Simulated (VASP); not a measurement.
Runs of VASP 6.6.1 on Mg. The structure is that of space group P6/mmm (No. 191), or close to it. The cells are those of the table. 

| level | cell | k mesh | gap on the mesh (eV) | pressure (GPa) |
| --- | --- | --- | --- | --- |
| PBE | a = 2.866, b = 2.866, c = 3.135 Å, angles 90.0, 90.0, 120.0°, 1 atom | 15 × 15 × 14 | none | (b) |
| PBE | a = 3.036, b = 3.043, c = 3.043 Å, angles 90.2, 90.4, 121.1°, 1 atom | 14 × 14 × 12 | none | 1.9 |
| PBE | a = 3.057, b = 3.057, c = 3.326 Å, angles 90.0, 90.0, 120.0°, 1 atom | 15 × 15 × 14 | none | -0.4 |
| PBEsol | a = 3.179, b = 3.179, c = 3.173 Å, angles 90.0, 90.0, 120.0°, 1 atom | 15 × 15 × 14 | none | (a) |
| PBE | a = 3.260, b = 3.260, c = 2.980 Å, angles 90.0, 90.0, 120.0°, 1 atom | 15 × 15 × 14 | none | -1.7 |

Alike in all rows: task single point; potentials or basis VASP PAW PBE potentials, release 64 (Mg); no spin polarisation; cutoff (eV) 520; smearing gaussian 0.1 eV.

Question: Fill in the values left out.

Answer: (a) -2.5; (b) 6.5.

Caveats: the PAW data sets were made with another functional, which shifts forces and pressure a little (some runs).

A gap of «none» marks levels without a gap at the run's occupations.
